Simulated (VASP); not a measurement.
# Au in VASP: notebook, part 2 of 2

VASP 6.6.1. Earlier steps stand in the parts before.

### Step 3. Single point, PBEsol, collinear spin

This run uses another cell than the first one.

Contents of INCAR:

```
ALGO     = Normal         # electronic algorithm
EDIFF    = 1E-6           # SCF threshold, eV
ENCUT    = 520            # plane-wave cutoff, eV
GGA      = PS             # functional
ISIF     = 2              # what is computed and relaxed
ISMEAR   = 0              # smearing method
ISPIN    = 2              # spin polarisation
LASPH    = T              # aspherical terms in the spheres
LCHARG   = F              # write CHGCAR
LMAXMIX  = 4              # l up to which the mixer works
LORBIT   = 11             # projections on sites
LREAL    = F              # projectors in reciprocal space
LWAVE    = F              # write WAVECAR
MAGMOM   = 0.5 0.5        # initial moments
NBANDS   = 22             # bands
NELM     = 150            # most SCF steps
PREC     = Accurate       # precision mode
SIGMA    = 0.05           # smearing width, eV
```

Contents of KPOINTS:

```
k-points
0
Gamma
  1 1 23
```

Contents of POSCAR:

```
Au
1.0
   11.3000000000      0.0000000000      0.0000000000
    0.0000000000      9.3000000000      0.0000000000
    0.0000000000      0.0000000000      2.7547972897
Au
2
Direct
    0.3965053615      0.5000000000      0.0000000000
    0.6034946385      0.5000000000      0.5000000000
```

Potentials or basis: VASP PAW PBE potentials, release 64 (Au).

Run with:

```console
> cat potpaw_PBE.64/Au/POTCAR > POTCAR
> mpirun -np 1 vasp_std > vasp.out
```

OUTCAR:

```text
EDIFF = 1E-6
   ENCUT = 520
   GGA = PS
   ISIF = 2
   ISMEAR = 0
   ISPIN = 2
   LASPH = T
   LORBIT = 11
   LREAL = F
   NELM = 150
   PREC = Accurate

 ion  position               nearest neighbor table
   1  0.397  0.500  0.000-   2 2.71   2 2.71
   2  0.603  0.500  0.500-   1 2.71   1 2.71

  LATTYP: Found a simple orthorhombic cell.
 ALAT       =     2.7547972897
 B/A-ratio  =     3.3759289784
 C/A-ratio  =     4.1019352104

  Lattice vectors:

 A1 = (   0.0000000000,   0.0000000000,  -2.7547972897)
 A2 = (   0.0000000000,   9.3000000000,   0.0000000000)
 A3 = (  11.3000000000,   0.0000000000,   0.0000000000)

Analysis of symmetry for initial positions (statically):
=====================================================================
 Subroutine PRICEL returns:
 Original cell was already a primitive cell.

 Routine SETGRP: Setting up the symmetry group for a
 simple orthorhombic supercell.

 Subroutine GETGRP returns: Found  8 space group operations
 (whereof  4 operations were pure point group operations)
 out of a pool of  8 trial point group operations.

The static configuration has the point symmetry C_2v.
 The point group associated with its full space group is D_2h.

Analysis of symmetry for dynamics (positions and initial velocities):
=====================================================================
 Subroutine PRICEL returns:
 Original cell was already a primitive cell.

 Routine SETGRP: Setting up the symmetry group for a
 simple orthorhombic supercell.

 Subroutine GETGRP returns: Found  8 space group operations
 (whereof  4 operations were pure point group operations)
 out of a pool of  8 trial point group operations.

The dynamic configuration has the point symmetry C_2v.
 The point group associated with its full space group is D_2h.

Analysis of structural, dynamic, and magnetic symmetry:
=====================================================================
 Subroutine PRICEL returns:
 Original cell was already a primitive cell.

 Routine SETGRP: Setting up the symmetry group for a
 simple orthorhombic supercell.

 Subroutine GETGRP returns: Found  8 space group operations
 (whereof  4 operations were pure point group operations)
 out of a pool of  8 trial point group operations.

The overall configuration has the point symmetry C_2v.
 The point group associated with its full space group is D_2h.

 Subroutine INISYM returns: Found  8 space group operations
 (whereof  4 operations are pure point group operations),
 and found     1 'primitive' translations

----------------------------------------------------------------------------------------

                                     Primitive cell

  volume of cell :     289.5016

  direct lattice vectors                    reciprocal lattice vectors
    11.300000000  0.000000000  0.000000000     0.088495575  0.000000000  0.000000000
     0.000000000  9.300000000  0.000000000     0.000000000  0.107526882  0.000000000
     0.000000000  0.000000000  2.754797290     0.000000000  0.000000000  0.363003116
[... 60 lines left out ...]
   NGXF,Y,Z  is equivalent  to a cutoff of  24.72, 25.03, 24.14 a.u.
 SYSTEM =  unknown system
   PREC   = accura    normal or accurate (medium, high low for compatibility)
   ISTART =      0    job   : 0-new  1-cont  2-samecut
   ICHARG =      2    charge: 1-file 2-atom 10-const
   ISPIN  =      2    spin polarized calculation?
   LNONCOLLINEAR =      F non collinear calculations
   LSORBIT =      F    spin-orbit coupling
   LASPH  =      T    aspherical Exc in radial PAW
   ENCUT  =  520.0 eV  38.22 Ry    6.18 a.u.  21.01 17.29  5.12*2*pi/ulx,y,z
   NELM   =    150;   NELMIN=  2; NELMDL= -5     # of ELM steps
   EDIFF  = 0.1E-05   stopping-criterion for ELM
   LREAL  =      F    real-space projection
   EDIFFG = 0.1E-04   stopping-criterion for IOM
   NSW    =      0    number of steps for IOM
   IBRION =     -1    ionic relax: 0-MD 1-quasi-New 2-CG
   NFREE  =      0    steps in history (QN), initial steepest desc. (CG)
   ISIF   =      2    stress and relaxation
   ISYM   =      2    0-nonsym 1-usesym 2-fastsym
   POTIM  = 0.5000    time-step for ionic-motion
   TEBEG  =    0.0;   TEEND  =   0.0 temperature during run
   PSTRESS=    0.0 pullay stress
   NELECT =      22.0000    total number of electrons
   NUPDOWN=      -1.0000    fix difference up-down
   EMIN   =  10.00;   EMAX   =-10.00  energy-range for DOS
   EFERMI =   0.00;   METHOD = LEGACY
   ISMEAR =     0;   SIGMA  =   0.05  broadening in eV -4-tet -1-fermi 0-gaus
   EFERMI_NEDOS =   21; number of points for ismear=-14 and -15
   IALGO  =     38    algorithm
   IMIX   =      4    mixing-type and parameters
     AMIX     =   0.40;   BMIX     =  1.00
     AMIX_MAG =   1.60;   BMIX_MAG =  1.00
  volume/ion in A,a.u.               =     144.75       976.83
  Fermi-wavevector in a.u.,A,eV,Ry     =   0.693424  1.310381  6.542178  0.480836
  Thomas-Fermi vector in A             =   1.775633
   LORBIT       =     11    0 simple, 1 ext, 2 COOP (PROOUT), +10 PAW based schemes
   GGA     = PS    functional components
   LHFCALC =     F    Hartree Fock is set to
   AEXX    =    0.0000 exact exchange contribution
   IVDW    =     0    specifies the selected vdW correction
   LEPSILON=     F    determine dielectric tensor
   LRPA    =     F    only Hartree local field effects (RPA)
 spin polarized calculation
 Gauss-broadening in eV      SIGMA  =   0.05
  energy-cutoff  :      520.00
  volume of cell :      289.50
 maximum number of plane-waves:      7836
   NGX = 43   NGY = 35   NGZ = 11

 number of electron      22.0000003 magnetization       0.0019865

 number of electron      22.0000003 magnetization      -0.0009373

 Free energy of the ion-electron system (eV)
  ---------------------------------------------------
  ext. energy  EPLUGINS =         0.00000000
  ---------------------------------------------------
  free energy    TOTEN  =        -5.20467513 eV

  energy without entropy =       -5.20140583  energy(sigma->0) =       -5.20304048

 E-fermi :  -3.9130     XC(G=0):  -2.7981

 val. band max:       -4.1356392715   @ k =   0.0000   0.0000   0.0870
 cond. band min:      -3.9067170277   @ k =   0.0000   0.0000   0.1304
 fundamental gap:      0.2289222438
 Fermi energy:        -3.9129943718

 spin component 1

 k-point     1 :       0.0000    0.0000    0.0000
  band No.  band energies     occupation
      1      -9.7781      1.00000
      2      -9.2867      1.00000
      3      -7.2683      1.00000
      4      -7.1878      1.00000
      5      -6.4612      1.00000
      6      -6.3452      1.00000
[... 289 lines left out ...]
     21       6.8503      0.00000
     22       6.9591      0.00000
 Fermi energy:        -3.9129943718

 spin component 2

 k-point     1 :       0.0000    0.0000    0.0000
  band No.  band energies     occupation
      1      -9.7783      1.00000
      2      -9.2869      1.00000
      3      -7.2685      1.00000
      4      -7.1880      1.00000
      5      -6.4613      1.00000
      6      -6.3453      1.00000
[... 289 lines left out ...]
     21       6.8499      0.00000
     22       6.9595      0.00000

------------------------ aborting loop because EDIFF is reached ----------------------------------------

  FORCE on cell =-STRESS in cart. coord.  units (eV):
  Direction    XX          YY          ZZ          XY          YZ          ZX
  --------------------------------------------------------------------------------------
  -------------------------------------------------------------------------------------
  Total       -0.4874146     -0.0388517     -4.3569222      0.0000000      0.0000000      0.0000000
  in kB       -2.6974789     -0.2150152    -24.1123396      0.0000000      0.0000000      0.0000000
  external PRESSURE =      -9.0082779 kB  Pullay stress =       0.0000000 kB

 VOLUME and BASIS-vectors are now :
 -----------------------------------------------------------------------------
  energy-cutoff  :      520.00
  volume of cell :      289.50
      direct lattice vectors                 reciprocal lattice vectors
    11.300000000  0.000000000  0.000000000     0.088495575  0.000000000  0.000000000
     0.000000000  9.300000000  0.000000000     0.000000000  0.107526882  0.000000000
     0.000000000  0.000000000  2.754797290     0.000000000  0.000000000  0.363003116

 POSITION                                       TOTAL-FORCE (eV/Angst)
 -----------------------------------------------------------------------------------
      4.48051      4.65000      0.00000         0.202476      0.000000      0.000000
      6.81949      4.65000      1.37740        -0.202476      0.000000      0.000000
 -----------------------------------------------------------------------------------
    total drift:                               -0.000000     -0.000000     -0.000000

  FREE ENERGIE OF THE ION-ELECTRON SYSTEM (eV)
  ---------------------------------------------------
  free  energy   TOTEN  =        -5.2046751296 eV

  energy  without entropy=       -5.2014058263  energy(sigma->0) =       -5.20304048

 total charge

# of ion       s       p       d       tot
------------------------------------------
    1        0.589   0.163   8.818   9.571
    2        0.589   0.163   8.818   9.571
--------------------------------------------------
tot          1.179   0.325  17.637  19.141

 magnetization (x)

# of ion       s       p       d       tot
------------------------------------------
    1       -0.000  -0.000  -0.000  -0.000
    2       -0.000  -0.000  -0.000  -0.000
--------------------------------------------------
tot         -0.000  -0.000  -0.000  -0.000
```

Wall time 5.4 min (1 thread of Intel Xeon 8259CL, shared host); peak memory 0.47 GiB.

Results:

```yaml
Free_energy: -5.2047 eV
Largest_force: 0.202 eV/Å
Band_gap_on_the_k_mesh: zero (filled and empty bands overlap)
Net_moment: 0.00 μB per cell
Valence_electrons_inside_the_program's_atomic_spheres: Au 9.57
```

Forces on the atoms (eV/Å):
```
Au   0.202  0.000  0.000
Au  -0.202  0.000  0.000
```

Caveat: the PAW data sets were made with another functional, which shifts forces and pressure a little; spin-orbit coupling is left out, which moves the levels of the heavy elements.

The gap in the log of VASP goes by the Fermi energy; the results here count the filled bands.